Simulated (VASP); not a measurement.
# NaI in VASP: further runs

NaI is run at these levels: LDA; tasks: single point.

All numbers are computed with VASP 6.6.1; they aren't measurements. Logs are shortened: lines on timing, memory, paths and dates and some standing lists are left out, and cuts for length are marked.

## Step 1: The cell of the first run

Symmetry: R-3m, No. 166, trigonal system. Conventional cell: a = 4.417 Å, b = 4.417 Å, c = 10.901 Å, α = 90.00°, β = 90.00°, γ = 120.00°. Within 4.1 Å of Na (site symmetry -3m) lie 6 I at 3.13 Å. Within 4.1 Å of I (site symmetry -3m) lie 6 Na at 3.13 Å.

## Step 2: Single point, LDA, non-collinear spin, zero start, spin-orbit coupling (equal xy, yz and zx engineering shears of +0.5 %)

The input, INCAR:

```
SYSTEM = NaI
  PREC = Accurate
  ENCUT = 520
  EDIFF = 1E-7
  ISMEAR = 0
  SIGMA = 0.01
  LREAL = .FALSE.
  LASPH = .TRUE.
  NELM = 150
  ALGO = Normal
  ISIF = 2
  LWAVE = .FALSE.
  LCHARG = .FALSE.
  LNONCOLLINEAR = .TRUE.
  MAGMOM = 0 0 0 0 0 0
  LORBIT = 11
  LSORBIT = .TRUE.
  GGA_COMPAT = .FALSE.
  LORBMOM = .TRUE.
  NBANDS = 26
```

The input, KPOINTS:

```
regular mesh
0
G
  6 6 6
  0 0 0
```

The input, POSCAR:

```
NaI
1.0
    0.0156554359      3.1389149030      3.1389149030
    3.1389149030      0.0156554359      3.1389149030
    3.1389149030      3.1389149030      0.0156554359
Na I
1 1
Direct
    0.0000000000      0.0000000000      0.0000000000
    0.5000000000      0.5000000000      0.5000000000
```

Potentials or basis: VASP PAW LDA potentials, release 64 (Na_pv, I).

The run is started by

```sh
cat potpaw_LDA.64/Na_pv/POTCAR potpaw_LDA.64/I/POTCAR > POTCAR
mpirun -np 1 vasp_ncl > vasp.out
```

OUTCAR:

```text
SYSTEM = NaI
   PREC = Accurate
   ENCUT = 520
   EDIFF = 1E-7
   ISMEAR = 0
   LREAL = .FALSE.
   LASPH = .TRUE.
   NELM = 150
   ISIF = 2
   LNONCOLLINEAR = .TRUE.
   LORBIT = 11
   LSORBIT = .TRUE.

 ion  position               nearest neighbor table
   1  0.000  0.000  0.000-   2 3.13   2 3.13   2 3.13   2 3.13   2 3.13   2 3.13
   2  0.500  0.500  0.500-   1 3.13   1 3.13   1 3.13   1 3.13   1 3.13   1 3.13

  LATTYP: Found a trigonal (rhomboedric) cell.
 ALAT       =     4.4391236330
 COS(alpha) =     0.5049812503

  Lattice vectors:

 A1 = (   0.0156554359,   3.1389149030,   3.1389149030)
 A2 = (   3.1389149030,   0.0156554359,   3.1389149030)
 A3 = (   3.1389149030,   3.1389149030,   0.0156554359)

Analysis of symmetry for initial positions (statically):
=====================================================================
 Subroutine PRICEL returns:
 Original cell was already a primitive cell.

 Routine SETGRP: Setting up the symmetry group for a
 trigonal (rhombohedral) supercell.

 Subroutine GETGRP returns: Found 12 space group operations
 (whereof 12 operations were pure point group operations)
 out of a pool of 12 trial point group operations.

The static configuration has the point symmetry D_3d.

Analysis of symmetry for dynamics (positions and initial velocities):
=====================================================================
 Subroutine PRICEL returns:
 Original cell was already a primitive cell.

 Routine SETGRP: Setting up the symmetry group for a
 trigonal (rhombohedral) supercell.

 Subroutine GETGRP returns: Found 12 space group operations
 (whereof 12 operations were pure point group operations)
 out of a pool of 12 trial point group operations.

The dynamic configuration has the point symmetry D_3d.

Analysis of structural, dynamic, and magnetic symmetry:
=====================================================================
 Subroutine PRICEL returns:
 Original cell was already a primitive cell.

 Routine SETGRP: Setting up the symmetry group for a
 trigonal (rhombohedral) supercell.

 Subroutine GETGRP returns: Found 12 space group operations
 (whereof 12 operations were pure point group operations)
 out of a pool of 12 trial point group operations.

The overall configuration has the point symmetry D_3d.

 Subroutine INISYM returns: Found 12 space group operations
 (whereof 12 operations are pure point group operations),
 and found     1 'primitive' translations

----------------------------------------------------------------------------------------

                                     Primitive cell

  volume of cell :      61.3914

  direct lattice vectors                    reciprocal lattice vectors
     0.015655436  3.138914903  3.138914903    -0.160487397  0.159690933  0.159690933
     3.138914903  0.015655436  3.138914903     0.159690933 -0.160487397  0.159690933
     3.138914903  3.138914903  0.015655436     0.159690933  0.159690933 -0.160487397

  length of vectors
     4.439123633  4.439123633  4.439123633     0.277053411  0.277053411  0.277053411

  position of ions in fractional coordinates (direct lattice)
     0.000000000  0.000000000  0.000000000
     0.500000000  0.500000000  0.500000000

  ion indices of the primitive-cell ions
   primitive index   ion index
                 1           1
                 2           2

----------------------------------------------------------------------------------------

 KPOINTS: regular mesh

Automatic generation of k-mesh.
 Grid dimensions read from file:
 generate k-points for:    6    6    6

 Generating k-lattice:

  Cartesian coordinates                     Fractional coordinates (reciprocal lattice)
    -0.026747899  0.026615156  0.026615156     0.166666667  0.000000000 -0.000000000
     0.026615156 -0.026747899  0.026615156     0.000000000  0.166666667 -0.000000000
[... 101 lines left out ...]

 number of electron      13.9999995 magnetization       0.0000000      0.0000000      0.0000000

 Free energy of the ion-electron system (eV)
  ---------------------------------------------------
  ext. energy  EPLUGINS =         0.00000000
  ---------------------------------------------------
  free energy    TOTEN  =        -6.14544772 eV

  energy without entropy =       -6.14544772  energy(sigma->0) =       -6.14544772

 E-fermi :   1.8170     XC(G=0):  -8.5032

 val. band max:        1.7271364271   @ k =   0.0000   0.0000   0.0000
 cond. band min:       4.9923692936   @ k =   0.0000   0.0000   0.0000
 fundamental gap:      3.2652328666
 Fermi energy:         1.8169526256

 k-point     1 :       0.0000    0.0000    0.0000
  band No.  band energies     occupation
      1     -21.0630      1.00000
      2     -21.0630      1.00000
      3     -20.8849      1.00000
      4     -20.8849      1.00000
      5     -20.8845      1.00000
      6     -20.8845      1.00000
[... 685 lines left out ...]
     25      14.1360      0.00000
     26      14.1379      0.00000

 [... further k-points ...]

------------------------ aborting loop because EDIFF is reached ----------------------------------------

  FORCE on cell =-STRESS in cart. coord.  units (eV):
  Direction    XX          YY          ZZ          XY          YZ          ZX
  --------------------------------------------------------------------------------------
  -------------------------------------------------------------------------------------
  Total        0.0212606      0.0212606      0.0212606     -0.0145245     -0.0145245     -0.0145245
  in kB        0.5548538      0.5548538      0.5548538     -0.3790557     -0.3790557     -0.3790557
  external PRESSURE =       0.5548538 kB  Pullay stress =       0.0000000 kB

 VOLUME and BASIS-vectors are now :
 -----------------------------------------------------------------------------
  energy-cutoff  :      520.00
  volume of cell :       61.39
      direct lattice vectors                 reciprocal lattice vectors
     0.015655436  3.138914903  3.138914903    -0.160487397  0.159690933  0.159690933
     3.138914903  0.015655436  3.138914903     0.159690933 -0.160487397  0.159690933
     3.138914903  3.138914903  0.015655436     0.159690933  0.159690933 -0.160487397

 POSITION                                       TOTAL-FORCE (eV/Angst)
 -----------------------------------------------------------------------------------
      0.00000      0.00000      0.00000        -0.000000     -0.000000      0.000000
      3.14674      3.14674      3.14674         0.000000      0.000000     -0.000000
 -----------------------------------------------------------------------------------
    total drift:                                0.000000      0.000000      0.000000

  FREE ENERGIE OF THE ION-ELECTRON SYSTEM (eV)
  ---------------------------------------------------
  free  energy   TOTEN  =        -6.1454477207 eV

  energy  without entropy=       -6.1454477207  energy(sigma->0) =       -6.14544772

 orbital moment (x)

 # of ion     p       d       tot
 ----------------------------------------
  1         0.000   0.000   0.000
  2         0.000  -0.000   0.000
 ----------------------------------------
            0.000  -0.000   0.000

 orbital moment (y)

 # of ion     p       d       tot
 ----------------------------------------
  1         0.000   0.000   0.000
  2         0.000   0.000   0.000
 ----------------------------------------
            0.000   0.000   0.000

 orbital moment (z)

 # of ion     p       d       tot
 ----------------------------------------
  1         0.000   0.000   0.000
  2         0.000  -0.000   0.000
 ----------------------------------------
            0.000  -0.000   0.000

 Spin-Orbit-Coupling matrix elements

 Ion:    1  E_soc:     -0.0008042
 l=   1
     0.0000000    -0.0001340    -0.0001340
    -0.0001340     0.0000000    -0.0001340
    -0.0001340    -0.0001340     0.0000000
 l=   2
     0.0000000     0.0000000     0.0000000     0.0000000     0.0000000
     0.0000000     0.0000000     0.0000000     0.0000000     0.0000000
     0.0000000     0.0000000     0.0000000     0.0000000     0.0000000
     0.0000000     0.0000000     0.0000000     0.0000000     0.0000000
     0.0000000     0.0000000     0.0000000     0.0000000     0.0000000
 l=   3
     0.0000000     0.0000000     0.0000000     0.0000000     0.0000000     0.0000000     0.0000000
     0.0000000     0.0000000     0.0000000     0.0000000     0.0000000     0.0000000     0.0000000
     0.0000000     0.0000000     0.0000000     0.0000000     0.0000000     0.0000000     0.0000000
     0.0000000     0.0000000     0.0000000     0.0000000     0.0000000     0.0000000     0.0000000
     0.0000000     0.0000000     0.0000000     0.0000000     0.0000000     0.0000000     0.0000000
     0.0000000     0.0000000     0.0000000     0.0000000     0.0000000     0.0000000     0.0000000
     0.0000000     0.0000000     0.0000000     0.0000000     0.0000000     0.0000000     0.0000000

 Ion:    2  E_soc:     -0.2591463
 l=   1
     0.0000000    -0.0431754    -0.0431754
    -0.0431754     0.0000000    -0.0431754
    -0.0431754    -0.0431754     0.0000000
 l=   2
     0.0000000    -0.0000032     0.0000000    -0.0000032    -0.0000124
    -0.0000032     0.0000000    -0.0000093    -0.0000032    -0.0000031
     0.0000000    -0.0000093     0.0000000    -0.0000093     0.0000000
    -0.0000032    -0.0000032    -0.0000093     0.0000000    -0.0000031
    -0.0000124    -0.0000031     0.0000000    -0.0000031     0.0000000
 l=   3
     0.0000000     0.0000000     0.0000000     0.0000000     0.0000000     0.0000000     0.0000000
     0.0000000     0.0000000     0.0000000     0.0000000     0.0000000     0.0000000     0.0000000
     0.0000000     0.0000000     0.0000000     0.0000000     0.0000000     0.0000000     0.0000000
     0.0000000     0.0000000     0.0000000     0.0000000     0.0000000     0.0000000     0.0000000
     0.0000000     0.0000000     0.0000000     0.0000000     0.0000000     0.0000000     0.0000000
     0.0000000     0.0000000     0.0000000     0.0000000     0.0000000     0.0000000     0.0000000
     0.0000000     0.0000000     0.0000000     0.0000000     0.0000000     0.0000000     0.0000000

 total charge

# of ion       s       p       d       tot
------------------------------------------
    1        0.053   5.979   0.000   6.031
    2        1.500   2.856   0.004   4.360
--------------------------------------------------
tot          1.552   8.835   0.004  10.391

 magnetization (x)

# of ion       s       p       d       tot
------------------------------------------
    1       -0.000   0.000   0.000  -0.000
    2        0.000  -0.000  -0.000  -0.000
--------------------------------------------------
tot         -0.000  -0.000  -0.000  -0.000

 magnetization (y)

# of ion       s       p       d       tot
------------------------------------------
    1        0.000  -0.000   0.000   0.000
    2        0.000   0.000   0.000   0.000
--------------------------------------------------
tot          0.000  -0.000   0.000   0.000

 magnetization (z)

# of ion       s       p       d       tot
------------------------------------------
    1        0.000   0.000   0.000   0.000
    2       -0.000   0.000   0.000  -0.000
--------------------------------------------------
tot         -0.000   0.000   0.000  -0.000
```

It took 72 s on 1 thread of Intel Xeon Platinum 8488C (Sapphire Rapids), shared host; peak memory 0.33 GiB.

Results:

- Free energy: -6.1454 eV
- Pressure: 0.1 GPa
- Net moment: 0.00 μB per cell
- Valence electrons inside the program's atomic spheres: Na 6.03; I 4.36

Moments on the atoms (μB; x, y, z):
```
Na  0.00 0.00 0.00
I   0.00 0.00 0.00
```

Caveat: the cell differs from its parent crystal (equal xy, yz and zx engineering shears of +0.5 %).

## Step 3: Single point, LDA, non-collinear spin, zero start, spin-orbit coupling (0.01, 0.01] A)

The input, INCAR:

```
SYSTEM = NaI
PREC = Accurate
ENCUT = 520
EDIFF = 1E-7
ISMEAR = 0
SIGMA = 0.01
LREAL = .FALSE.
LASPH = .TRUE.
NELM = 150
ALGO = Normal
ISIF = 2
LWAVE = .FALSE.
LCHARG = .FALSE.
MAGMOM = 0 0 0 0 0 0
LORBIT = 11
LSORBIT = .TRUE.
GGA_COMPAT = .FALSE.
LORBMOM = .TRUE.
NBANDS = 26
```

The input, KPOINTS:

```
Automatic mesh
0
G
  6 6 6
  0 0 0
```

The input, POSCAR:

```
NaI
1.0
    0.0000000000      3.1310871851      3.1310871851
    3.1310871851      0.0000000000      3.1310871851
    3.1310871851      3.1310871851      0.0000000000
Na I
1 1
Direct
    0.0015968894      0.0015968894      0.0015968894
    0.5000000000      0.5000000000      0.5000000000
```

Potentials or basis: VASP PAW LDA potentials, release 64 (Na_pv, I).

The run is started by

```sh
cat potpaw_LDA.64/Na_pv/POTCAR potpaw_LDA.64/I/POTCAR > POTCAR
mpirun -np 1 vasp_ncl > vasp.out
```

Wall time 2 min (1 thread of Intel Xeon Platinum 8488C (Sapphire Rapids), shared host); peak memory 0.36 GiB.

The run converged. Its results:

```
Free energy                                           : -6.1454 eV
Pressure                                              : 0.1 GPa
Largest force                                         : 0.021 eV/Å
Net moment                                            : 0.00 μB per cell
Valence electrons inside the program's atomic spheres : Na 6.03; I 4.36
```

Forces in eV/Å, atoms in the order of the input:
```
Na  -0.012 -0.012 -0.012
I    0.012  0.012  0.012
```

Moments on the atoms (μB; x, y, z):
```
Na  0.00 0.00 0.00
I   0.00 0.00 0.00
```

Caveat: the cell differs from its parent crystal (0.01, 0.01] A).

## Step 4: Single point, LDA, non-collinear spin, zero start, spin-orbit coupling (-0.01, -0.01] A)

The input, INCAR:

```
SYSTEM = NaI
  ALGO = Normal
  EDIFF = 1E-7
  ENCUT = 520
  GGA_COMPAT = .FALSE.
  ISIF = 2
  ISMEAR = 0
  LASPH = .TRUE.
  LCHARG = .FALSE.
  LNONCOLLINEAR = .TRUE.
  LORBIT = 11
  LORBMOM = .TRUE.
  LREAL = .FALSE.
  LSORBIT = .TRUE.
  LWAVE = .FALSE.
  MAGMOM = 0 0 0 0 0 0
  NBANDS = 26
  NELM = 150
  PREC = Accurate
  SIGMA = 0.01
```

The input, KPOINTS:

```
k-points
0
G
  6 6 6
  0 0 0
```

POSCAR, as its differences from that of step 3:

```diff
@@ -8,3 +8,3 @@
 Direct
-    0.0015968894      0.0015968894      0.0015968894
+   -0.0015968894     -0.0015968894     -0.0015968894
     0.5000000000      0.5000000000      0.5000000000
```

The run is started by

```sh
cat potpaw_LDA.64/Na_pv/POTCAR potpaw_LDA.64/I/POTCAR > POTCAR
mpirun -np 1 vasp_ncl > vasp.out
```

Run time: 2.3 min. Hardware: 1 thread of Intel Xeon Platinum 8488C (Sapphire Rapids), shared host; peak memory 0.36 GiB.

Results (log left out):

```yaml
Free_energy: -6.1454 eV
Pressure: 0.1 GPa
Largest_force: 0.021 eV/Å
Net_moment: 0.00 μB per cell
Valence_electrons_inside_the_program's_atomic_spheres: Na 6.03; I 4.36
```

Forces on the atoms (eV/Å):
```
Na   0.012  0.012  0.012
I   -0.012 -0.012 -0.012
```

Moments on the atoms (μB; x, y, z):
```
Na  0.00 0.00 0.00
I   0.00 0.00 0.00
```

Caveat: the cell differs from its parent crystal (-0.01, -0.01] A).
